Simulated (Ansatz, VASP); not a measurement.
# Fe in VASP and in Ansatz

```
Fe
1.0
    -1.41631    1.41631    1.41631
     1.41631   -1.41631    1.41631
     1.41631    1.41631   -1.41631
Fe
1
Direct
  0.00000 0.00000 0.00000
```

Alike in both runs: task single point; functional PBE; k mesh 15 × 15 × 15; occupations gaussian, width 0.2 eV; collinear spin.

|  | VASP | Ansatz |
| --- | --- | --- |
| version | VASP 6.6.1 | Ansatz 0.2.0 |
| potentials or method | VASP PAW PBE potentials, release 64 (Fe), cutoff 520 eV | plane waves (420 eV) with PAW, scalar-relativistic |
| valence electrons in the cell | 8 | 16 |

Ansatz gave:

```
pressure (GPa)                                                : 0.0
net moment per atom (μB)                                      : 2.17
size of the moment on the site where the two differ most (μB) : 2.22
```

**Question.** Estimate VASP's values.

**Answer.** Pressure (GPa): 0.0; net moment per atom (μB): 2.19; size of the moment on the site where the two differ most (μB): 2.19.

Site moments also hang on the region over which each program counts them. With one functional, cell and mesh, what is left measures potentials, basis and numerics. VASP's potentials hold 8 valence electrons a cell and Ansatz's 16, so a difference there can come from the potentials and not from the codes.
